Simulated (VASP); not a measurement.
Here is a VASP 6.6.1 calculation.

INCAR

```
PREC = Accurate ; ENCUT = 500
EDIFF = 1E-6 ; ISMEAR = 1
SIGMA = 0.1 ; LREAL = F
LASPH = T ; NELM = 120
ALGO = Normal ; ISIF = 2
LWAVE = F ; LCHARG = F
NBANDS = 20 ; GGA_COMPAT = F
```

Contents of KPOINTS:

```
regular mesh
0
Gamma
  6 6 1
```

POSCAR

```
WS2
1.0
    3.1835200000      0.0000000000      0.0000000000
   -1.5917600000      2.7570100000      0.0000000000
    0.0000000000      0.0000000000     16.9505800000
W S
1 2
Direct
    0.3486857112      0.6528768780     -0.0005648616
    0.6677933579      0.3120323970      0.9079948096
    0.6888467182      0.3308032259      0.0907460492
```

Potentials or basis: VASP PAW LDA potentials, release 64 (W_sv, S).

Launch:

```console
$ cat potpaw_LDA.64/W_sv/POTCAR potpaw_LDA.64/S/POTCAR > POTCAR
$ mpirun -np 1 vasp_std > vasp.out
```

(1) What does it give for the band gap on the k mesh?

(2) What does it give for the largest force?

## Answers

(1) 1.71 eV, indirect (least direct gap 1.75 eV).

(2) 0.414 eV/Å.

Caveat: spin-orbit coupling is left out, which moves the levels of the heavy elements.
